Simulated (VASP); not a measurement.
Set up this calculation in VASP 6.6.1, as the native input.

* Task: single point
* Functional: PBEsol
* Potentials or basis: VASP PAW PBE potentials, release 64 (Ir)
* Cutoff: 520 eV
* k mesh: 13 × 13 × 13
* Occupations: fermi-dirac, width 0.05 eV
* Spin: no spin polarisation
* Dipole correction: no
* Further INCAR settings: ALGO = Normal; EDIFF = 1e-06; NBANDS = 16

The structure of Ir lies in POSCAR:

```
Ir
1.0
    0.0000000000      2.3849528477      2.3849528477
    2.3849528477      0.0000000000      2.3849528477
    2.3849528477      2.3849528477      0.0000000000
Ir
2
Direct
   -0.1250000000     -0.1250000000     -0.1250000000
    0.1250000000      0.1250000000      0.1250000000
```

This cell differs from its parent crystal: volume scaled by 0.65.

One way to write it, as run:

INCAR

```
  ALGO = Normal
  EDIFF = 1E-6
  ENCUT = 520
  GGA = PS
  ISIF = 2
  ISMEAR = -1
  LASPH = True
  LCHARG = False
  LREAL = False
  LWAVE = False
  NBANDS = 16
  NELM = 80
  PREC = Accurate
  SIGMA = 0.05
```

KPOINTS

```
k-points
0
Gamma
  13 13 13
```

Potentials or basis: VASP PAW PBE potentials, release 64 (Ir).

Run with:

```console
$ cat potpaw_PBE.64/Ir/POTCAR > POTCAR
$ mpirun -np 1 vasp_std > vasp.out
```

It gave:

| Item | Value |
| --- | --- |
| Pressure | 225.9 GPa |
| Band gap on the k mesh | zero (band 9 reaches 13.90 eV, above the bottom of band 10 at 10.83 eV) |

Caveat: the PAW data sets were made with another functional, which shifts forces and pressure a little; spin-orbit coupling is left out, which moves the levels of the heavy elements.

Run time: 58 s on 1 thread of AMD EPYC 7R13, on a shared host, peak memory 0.15 GiB.
